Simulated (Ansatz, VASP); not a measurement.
**One calculation of SiC, two programs**

INCAR

```
SYSTEM = SiC
ALGO = Normal
EDIFF = 1E-7
ENCUT = 520
GGA = PE
ISIF = 2
ISMEAR = 0
LASPH = .True.
LCHARG = .False.
LREAL = .False.
LWAVE = .False.
NBANDS = 11
NELM = 100
PREC = Accurate
SIGMA = 0.02
```

File KPOINTS:

```
k-points
0
Gamma
  12 12 12
  0 0 0
```

File POSCAR:

```
SiC
1.0
    0.0000000000      2.2353720200      2.2353720200
    2.2353720200      0.0000000000      2.2353720200
    2.2353720200      2.2353720200      0.0000000000
Si C
1 1
Direct
    0.0000000000      0.0000000000      0.0000000000
    0.7500000000      0.7500000000      0.7500000000
```

Input for Ansatz:

```yaml
crystal:
  lattice:
    - [0.0, 2.23537202, 2.23537202]
    - [2.23537202, 0.0, 2.23537202]
    - [2.23537202, 2.23537202, 0.0]
  atoms:
    - { symbol: Si, position: [0.0, 0.0, 0.0] }
    - { symbol: C, position: [0.75, 0.75, 0.75] }
basis:
  ecutwfc: 420
kpoints:
  mp_grid: { grid: [12, 12, 12] }
hamiltonian:
  xc: pbe
scf:
  occupations: { method: gaussian, width: 0.02 }
output:
  forces: true
  stress: true
  eigenvalues: true
```

Alike in both runs: task single point; functional PBE; k mesh 12 × 12 × 12; occupations gaussian, width 0.02 eV; no spin polarisation.

```csv
,VASP,Ansatz
version,VASP 6.6.1,Ansatz 0.2.0
potentials or method,"VASP PAW PBE potentials, release 64 (Si, C), cutoff 520 eV","scalar-relativistic, plane waves, PAW"
valence electrons in the cell,8,8
```

```tsv
	VASP	Ansatz	Ansatz less VASP
gap on the k mesh at the Fermi level (eV)	1.42	1.42	0.000
least direct gap on the mesh (eV)	4.46	4.46	+0.002
pressure (GPa)	-11.6	-11.6	+0.03
```

With one functional, cell and mesh, what is left measures potentials, basis and numerics.
